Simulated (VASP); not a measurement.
# V (P6_3/mmc) in VASP: further runs

V is run at these levels: r2SCAN; tasks: single point.

All numbers are computed with VASP 6.6.1; they aren't measurements. Logs are shortened: lines on timing, memory, paths and dates and some standing lists are left out, and cuts for length are marked.

**1. The cell of the first run**

The structure is hexagonal, space group P6_3/mmc (No. 194). The conventional cell has a = 2.701 Å, b = 2.701 Å, c = 4.843 Å, α = 90.00°, β = 90.00°, γ = 120.00°. Within 3.6 Å of V (site symmetry -6m2) lie 12 V at 2.70 to 2.88 Å.

This isn't the form of V at room conditions, which is bcc.

**2. Single point, r2SCAN (15.30 Å³/atom)**

Input file POSCAR:

```
V
1.0
    2.7012382416      0.0000000000      0.0000000000
   -1.3506191208      2.3393409389      0.0000000000
    0.0000000000      0.0000000000      4.8428366134
V
2
Direct
    0.3333333333      0.6666666667      0.2500000000
    0.6666666667      0.3333333333      0.7500000000
```

Input file INCAR.step1:

```
ALGO = Normal
EDIFF = 1E-4
ENCUT = 520
GGA = PE
ISMEAR = -1
LASPH = True
LCHARG = False
LREAL = False
LWAVE = True
NBANDS = 20
NELM = 80
PREC = Accurate
SIGMA = 0.1
```

Input file INCAR.step2:

```
ALGO = Normal
EDIFF = 1E-6
ENCUT = 520
ISIF = 2
ISMEAR = -1
ISTART = 1
LASPH = True
LCHARG = False
LMIXTAU = True
LREAL = False
LWAVE = False
METAGGA = R2SCAN
NBANDS = 20
NELM = 80
PREC = Accurate
SIGMA = 0.1
```

Input file KPOINTS:

```
k-points
0
Gamma
  16 16 8
```

Potentials or basis: VASP PAW PBE potentials, release 64 (V_sv).

Started as:

```bash
$ cat potpaw_PBE.64/V_sv/POTCAR > POTCAR
$ cp INCAR.step1 INCAR
$ mpirun -np 1 vasp_std > vasp.out
$ cp INCAR.step2 INCAR
$ mpirun -np 1 vasp_std > vasp.out
```

OUTCAR:

```text
EDIFF = 1E-6
   ENCUT = 520
   ISIF = 2
   ISMEAR = -1
   ISTART = 1
   LASPH = True
   LREAL = False
   METAGGA = R2SCAN
   NELM = 80
   PREC = Accurate

 ion  position               nearest neighbor table
   1  0.333  0.667  0.250-   2 2.88   2 2.88   2 2.88   2 2.88   2 2.88   2 2.88
   2  0.667  0.333  0.750-   1 2.88   1 2.88   1 2.88   1 2.88   1 2.88   1 2.88

  LATTYP: Found a hexagonal cell.
 ALAT       =     2.7012382416
 C/A-ratio  =     1.7928209881

  Lattice vectors:

 A1 = (   2.7012382416,   0.0000000000,   0.0000000000)
 A2 = (  -1.3506191208,   2.3393409389,   0.0000000000)
 A3 = (   0.0000000000,   0.0000000000,   4.8428366134)

Analysis of symmetry for initial positions (statically):
=====================================================================
 Subroutine PRICEL returns:
 Original cell was already a primitive cell.

 Routine SETGRP: Setting up the symmetry group for a
 hexagonal supercell.

 Subroutine GETGRP returns: Found 24 space group operations
 (whereof 12 operations were pure point group operations)
 out of a pool of 24 trial point group operations.

The static configuration has the point symmetry D_3d.
 The point group associated with its full space group is D_6h.

Analysis of symmetry for dynamics (positions and initial velocities):
=====================================================================
 Subroutine PRICEL returns:
 Original cell was already a primitive cell.

 Routine SETGRP: Setting up the symmetry group for a
 hexagonal supercell.

 Subroutine GETGRP returns: Found 24 space group operations
 (whereof 12 operations were pure point group operations)
 out of a pool of 24 trial point group operations.

The dynamic configuration has the point symmetry D_3d.
 The point group associated with its full space group is D_6h.

 Subroutine INISYM returns: Found 24 space group operations
 (whereof 12 operations are pure point group operations),
 and found     1 'primitive' translations

----------------------------------------------------------------------------------------

                                     Primitive cell

  volume of cell :      30.6025

  direct lattice vectors                    reciprocal lattice vectors
     2.701238242  0.000000000  0.000000000     0.370200593  0.213735412  0.000000000
    -1.350619121  2.339340939  0.000000000     0.000000000  0.427470825  0.000000000
     0.000000000  0.000000000  4.842836613     0.000000000  0.000000000  0.206490551

  length of vectors
     2.701238242  2.701238242  4.842836613     0.427470825  0.427470825  0.206490551

  position of ions in fractional coordinates (direct lattice)
     0.333333333  0.666666667  0.250000000
     0.666666667  0.333333333  0.750000000

  ion indices of the primitive-cell ions
   primitive index   ion index
                 1           1
                 2           2

----------------------------------------------------------------------------------------

 KPOINTS: k-points

Automatic generation of k-mesh.
 Grid dimensions read from file:
 generate k-points for:   16   16    8

 Generating k-lattice:

  Cartesian coordinates                     Fractional coordinates (reciprocal lattice)
     0.023137537  0.013358463  0.000000000     0.062500000 -0.000000000  0.000000000
     0.000000000  0.026716927  0.000000000     0.000000000  0.062500000  0.000000000
     0.000000000  0.000000000  0.025811319     0.000000000  0.000000000  0.125000000

  Length of vectors
     0.026716927  0.026716927  0.025811319

  Shift w.r.t. Gamma in fractional coordinates (k-lattice)
     0.000000000  0.000000000  0.000000000

 Subroutine IBZKPT returns following result:
 ===========================================

 Found    150 irreducible k-points:

 Following reciprocal coordinates:
            Coordinates               Weight
  0.000000  0.000000  0.000000      1.000000
  0.062500 -0.000000  0.000000      6.000000
  0.125000 -0.000000  0.000000      6.000000
  0.187500 -0.000000  0.000000      6.000000
  0.250000 -0.000000  0.000000      6.000000
  0.312500 -0.000000  0.000000      6.000000
[... 16 lines left out ...]
  0.187500  0.187500  0.000000      6.000000
  0.250000  0.187500  0.000000     12.000000
 [... further k-points ...]
   k-points           NKPTS =    150   k-points in BZ     NKDIM =    150   number of bands    NBANDS=     20
   number of dos      NEDOS =    301   number of ions     NIONS =      2
   total plane-waves  NPLWV =  14400
   dimension x,y,z NGX =    20 NGY =   20 NGZ =   36
   dimension x,y,z NGXF=    40 NGYF=   40 NGZF=   72
   ions per type =               2
   NGX,Y,Z   is equivalent  to a cutoff of  12.31, 12.31, 12.36 a.u.
   NGXF,Y,Z  is equivalent  to a cutoff of  24.62, 24.62, 24.72 a.u.
 SYSTEM =  unknown system
   PREC   = accura    normal or accurate (medium, high low for compatibility)
   ISTART =      1    job   : 0-new  1-cont  2-samecut
   ICHARG =      0    charge: 1-file 2-atom 10-const
   ISPIN  =      1    spin polarized calculation?
   LNONCOLLINEAR =      F non collinear calculations
   LSORBIT =      F    spin-orbit coupling
   LASPH  =      T    aspherical Exc in radial PAW
   ENCUT  =  520.0 eV  38.22 Ry    6.18 a.u.   5.02  5.02  9.00*2*pi/ulx,y,z
   NELM   =     80;   NELMIN=  2; NELMDL=  0     # of ELM steps
   EDIFF  = 0.1E-05   stopping-criterion for ELM
   LREAL  =      F    real-space projection
   EDIFFG = 0.1E-04   stopping-criterion for IOM
   NSW    =      0    number of steps for IOM
   IBRION =     -1    ionic relax: 0-MD 1-quasi-New 2-CG
   NFREE  =      0    steps in history (QN), initial steepest desc. (CG)
   ISIF   =      2    stress and relaxation
   ISYM   =      2    0-nonsym 1-usesym 2-fastsym
   POTIM  = 0.5000    time-step for ionic-motion
   TEBEG  =    0.0;   TEEND  =   0.0 temperature during run
   PSTRESS=    0.0 pullay stress
   NELECT =      26.0000    total number of electrons
   NUPDOWN=      -1.0000    fix difference up-down
   EMIN   =  10.00;   EMAX   =-10.00  energy-range for DOS
   EFERMI =   0.00;   METHOD = LEGACY
   ISMEAR =    -1;   SIGMA  =   0.10  broadening in eV -4-tet -1-fermi 0-gaus
   EFERMI_NEDOS =   21; number of points for ismear=-14 and -15
   IALGO  =     38    algorithm
   IMIX   =      4    mixing-type and parameters
     AMIX     =   0.40;   BMIX     =  1.00
     AMIX_MAG =   1.60;   BMIX_MAG =  1.00
  volume/ion in A,a.u.               =      15.30       103.26
  Fermi-wavevector in a.u.,A,eV,Ry     =   1.550531  2.930079 32.710410  2.404147
  Thomas-Fermi vector in A             =   2.655181
   LORBIT       =      0    0 simple, 1 ext, 2 COOP (PROOUT), +10 PAW based schemes
   METAGGA = R2SCAN    functional components
   LHFCALC =     F    Hartree Fock is set to
   AEXX    =    0.0000 exact exchange contribution
   IVDW    =     0    specifies the selected vdW correction
   LEPSILON=     F    determine dielectric tensor
   LRPA    =     F    only Hartree local field effects (RPA)
 non-spin polarized calculation
  energy-cutoff  :      520.00
  volume of cell :       30.60
 maximum number of plane-waves:       840
 NGX is ok and might be reduce to    20
   NGX =  9   NGY =  9   NGZ = 19

 number of electron      25.9999986 magnetization

 Free energy of the ion-electron system (eV)
  ---------------------------------------------------
  ext. energy  EPLUGINS =         0.00000000
  ---------------------------------------------------
  free energy    TOTEN  =       -27.60370940 eV

  energy without entropy =      -27.47493061  energy(sigma->0) =      -27.53932001

 E-fermi :   8.5215     XC(G=0): -13.2898

 val. band max:        8.5156799733   @ k =   0.3125   0.1250   0.0000
 cond. band min:       8.5246176130   @ k =   0.1250  -0.0000   0.2500
 fundamental gap:      0.0089376398
 Fermi energy:         8.5215325754

 k-point     1 :       0.0000    0.0000    0.0000
  band No.  band energies     occupation
      1     -58.2438      2.00000
      2     -58.1659      2.00000
      3     -31.1342      2.00000
      4     -30.6443      2.00000
      5     -30.5722      2.00000
      6     -30.5722      2.00000
[... 12 lines left out ...]
     19      11.2916      0.00000
     20      11.2917      0.00000

 k-point     2 :       0.0625   -0.0000    0.0000
  band No.  band energies     occupation
      1     -58.2390      2.00000
      2     -58.1624      2.00000
      3     -31.1263      2.00000
      4     -30.6450      2.00000
      5     -30.5967      2.00000
      6     -30.5788      2.00000
[... 12 lines left out ...]
     19      11.3091      0.00000
     20      11.5601      0.00000

 k-point     3 :       0.1250   -0.0000    0.0000
  band No.  band energies     occupation
      1     -58.2251      2.00000
      2     -58.1525      2.00000
      3     -31.1032      2.00000
      4     -30.6664      2.00000
      5     -30.6473      2.00000
      6     -30.6211      2.00000
[... 12 lines left out ...]
     19      11.3459      0.00000
     20      12.2155      0.00000

 k-point     4 :       0.1875   -0.0000    0.0000
  band No.  band energies     occupation
      1     -58.2040      2.00000
      2     -58.1378      2.00000
      3     -31.0674      2.00000
      4     -30.7708      2.00000
      5     -30.7243      2.00000
      6     -30.6521      2.00000
[... 12 lines left out ...]
     19      11.3783      0.00000
     20      13.0849      0.00000

 k-point     5 :       0.2500   -0.0000    0.0000
  band No.  band energies     occupation
      1     -58.1787      2.00000
      2     -58.1208      2.00000
      3     -31.0224      2.00000
      4     -30.8940      2.00000
      5     -30.8435      2.00000
      6     -30.6605      2.00000
[... 12 lines left out ...]
     19      11.3955      0.00000
     20      14.0797      0.00000

 k-point     6 :       0.3125   -0.0000    0.0000
  band No.  band energies     occupation
      1     -58.1525      2.00000
      2     -58.1045      2.00000
      3     -31.0169      2.00000
      4     -30.9728      2.00000
      5     -30.9603      2.00000
      6     -30.6871      2.00000
[... 12 lines left out ...]
     19      11.3984      0.00000
     20      15.1481      0.00000

 k-point     7 :       0.3750   -0.0000    0.0000
  band No.  band energies     occupation
      1     -58.1293      2.00000
      2     -58.0916      2.00000
      3     -31.1206      2.00000
      4     -31.0578      2.00000
      5     -30.9246      2.00000
      6     -30.7130      2.00000
[... 12 lines left out ...]
     19      11.3932      0.00000
     20      15.5477      0.00000
[... 277 lines left out ...]
 k-point    20 :       0.3125    0.1250    0.0000
  band No.  band energies     occupation
      1     -58.1225      2.00000
      2     -58.0881      2.00000
      3     -31.1026      2.00000
      4     -31.0487      2.00000
      5     -30.9099      2.00000
      6     -30.7598      2.00000
[... 12 lines left out ...]
     19      12.0205      0.00000
     20      16.0319      0.00000

 k-point    21 :       0.3750    0.1250    0.0000
  band No.  band energies     occupation
      1     -58.1068      2.00000
      2     -58.0815      2.00000
      3     -31.1621      2.00000
      4     -31.0981      2.00000
      5     -30.8716      2.00000
      6     -30.7850      2.00000
[... 12 lines left out ...]
     19      12.6856      0.00000
     20      15.2670      0.00000

 k-point    22 :       0.4375    0.1250    0.0000
  band No.  band energies     occupation
      1     -58.1008      2.00000
      2     -58.0796      2.00000
      3     -31.1829      2.00000
      4     -31.1154      2.00000
      5     -30.8553      2.00000
      6     -30.7938      2.00000
[... 12 lines left out ...]
     19      13.1411      0.00000
     20      14.5991      0.00000

 k-point    23 :       0.1875    0.1875    0.0000
  band No.  band energies     occupation
      1     -58.1464      2.00000
      2     -58.1009      2.00000
      3     -30.9763      2.00000
      4     -30.9701      2.00000
      5     -30.9610      2.00000
      6     -30.7255      2.00000
[... 12 lines left out ...]
     19      11.3907      0.00000
     20      15.5307      0.00000

 k-point    24 :       0.2500    0.1875    0.0000
  band No.  band energies     occupation
      1     -58.1248      2.00000
      2     -58.0892      2.00000
      3     -31.0537      2.00000
      4     -31.0246      2.00000
      5     -30.9153      2.00000
      6     -30.7783      2.00000
[... 12 lines left out ...]
     19      12.0953      0.00000
     20      16.4797      0.00000

 [... further k-points ...]

------------------------ aborting loop because EDIFF is reached ----------------------------------------

  FORCE on cell =-STRESS in cart. coord.  units (eV):
  Direction    XX          YY          ZZ          XY          YZ          ZX
  --------------------------------------------------------------------------------------
  -------------------------------------------------------------------------------------
  Total       -3.1131719     -3.1131719     -3.0428648      0.0000000      0.0000000      0.0000000
  in kB     -162.9886853   -162.9886853   -159.3077871      0.0000000      0.0000000      0.0000000
  external PRESSURE =    -161.7617193 kB  Pullay stress =       0.0000000 kB

 VOLUME and BASIS-vectors are now :
 -----------------------------------------------------------------------------
  energy-cutoff  :      520.00
  volume of cell :       30.60
      direct lattice vectors                 reciprocal lattice vectors
     2.701238242  0.000000000  0.000000000     0.370200593  0.213735412  0.000000000
    -1.350619121  2.339340939  0.000000000     0.000000000  0.427470825  0.000000000
     0.000000000  0.000000000  4.842836613     0.000000000  0.000000000  0.206490551

 POSITION                                       TOTAL-FORCE (eV/Angst)
 -----------------------------------------------------------------------------------
     -0.00000      1.55956      1.21071         0.000000      0.000000      0.000000
      1.35062      0.77978      3.63213        -0.000000      0.000000      0.000000
 -----------------------------------------------------------------------------------
    total drift:                               -0.000000      0.000000     -0.000000

  FREE ENERGIE OF THE ION-ELECTRON SYSTEM (eV)
  ---------------------------------------------------
  free  energy   TOTEN  =       -27.6037094003 eV

  energy  without entropy=      -27.4749306111  energy(sigma->0) =      -27.53932001
```

Run time: 6.2 min. Hardware: 1 thread of Intel Xeon 8259CL, shared host; peak memory 0.2 GiB.

Results:

```yaml
Free_energy: -27.6037 eV
Pressure: -16.2 GPa
Band_gap_on_the_k_mesh: zero (bands 13 and 14 overlap by 1.98 eV)
```

Levels at points of the mesh, in eV from the Fermi level:
```tsv
k point	band 9	band 10	band 11	band 12	band 13	band 14	band 15	band 16	band 17	band 18
(0.00, 0.00, 0.00)	-7.09	-3.45	-0.53	-0.51	0.35	0.35	0.64	0.64	1.80	1.80
(0.50, 0.00, 0.00)	-2.80	-2.74	-2.40	-0.52	-0.19	0.23	0.70	2.86	3.17	3.27
(0.00, 0.00, 0.50)	-5.34	-5.34	-1.00	-1.00	0.39	0.39	0.39	0.39	2.42	2.42
(0.50, 0.00, 0.50)	-3.05	-3.05	-1.61	-1.61	1.27	1.27	1.65	1.65	3.23	3.23
```

Caveat: the cell stands under tension; the PAW data sets were made with another functional, which shifts forces and pressure a little.

(Continued in part 2 of 2.)

The gap in the log of VASP goes by the Fermi energy; the results here count the filled bands.